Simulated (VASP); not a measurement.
**CdSe (Cadmoselite): single point with PBE**

CdSe (Cadmoselite):

```
Cd Se
1.0
     4.42595    0.00000    0.00000
    -2.21297    3.83298    0.00000
     0.00000    0.00000    7.22648
Cd Se
2 2
Direct
  0.33333 0.66667 0.00461
  0.66667 0.33333 0.50461
  0.33333 0.66667 0.38039
  0.66667 0.33333 0.88039
```

This cell differs from its parent crystal: volume scaled by 1.03, then relaxed in part.

| Property | Result |
| --- | --- |
| Program | VASP 6.6.1 |
| Task | single point |
| Functional | PBE |
| Potentials or basis | VASP PAW PBE potentials, release 64 (Cd, Se) |
| Cutoff | 520 eV |
| k mesh | 9 × 9 × 6 |
| Occupations | gaussian, width 0.02 eV |
| Spin | no spin polarisation |

- Pressure: -1.0 GPa
- Band gap on the k mesh: 0.48 eV, direct

Levels at points of the mesh, in eV from the valence-band top:
```csv
k point,band 14,band 15,band 16,band 17,band 18,band 19,band 20,band 21,band 22,band 23
"(0.00, 0.00, 0.00)",-0.65,-0.65,-0.04,0.00,0.00,0.48,2.11,5.85,5.85,6.11
"(0.00, 0.00, 0.50)",-2.46,-0.34,-0.34,-0.34,-0.34,2.20,2.20,5.71,5.71,6.22
```

It took 62 s on 1 thread of Intel(R) Xeon(R) 6975P-C (Granite Rapids) (shared host), peak memory 0.32 GiB.
